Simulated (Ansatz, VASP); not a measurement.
# One calculation of Co, two programs

```
CELL_PARAMETERS angstrom
-1.36413 1.36413 1.36413
1.36413 -1.36413 1.36413
1.36413 1.36413 -1.36413
ATOMIC_POSITIONS crystal
Co 0.00000 0.00000 0.00000
```

Alike in both runs: task single point; functional PBEsol; k mesh 18 × 18 × 18; occupations fermi-dirac, width 0.05 eV; collinear spin.

|  | VASP | Ansatz |
| --- | --- | --- |
| version | VASP 6.6.1 | Ansatz 0.2.0 |
| potentials or method | VASP PAW PBE potentials, release 64 (Co), cutoff 520 eV | plane waves (420 eV) with PAW, scalar-relativistic |
| valence electrons in the cell | 9 | 17 |

VASP gave:

| Quantity | Value |
| --- | --- |
| pressure (GPa) | 9.6 |
| net moment per atom (μB) | 1.67 |
| size of the moment on the site where the two differ most (μB) | 1.68 |

Question: What did Ansatz give for the same quantities?

Answer: Pressure (GPa): 10.8; net moment per atom (μB): 1.68; size of the moment on the site where the two differ most (μB): 1.73.

VASP's potentials were made for PBE, not for PBEsol, and Ansatz warns of the same on its side. Site moments also hang on the region over which each program counts them. VASP's potentials hold 9 valence electrons a cell and Ansatz's 17, so a difference there can come from the potentials and not from the codes.
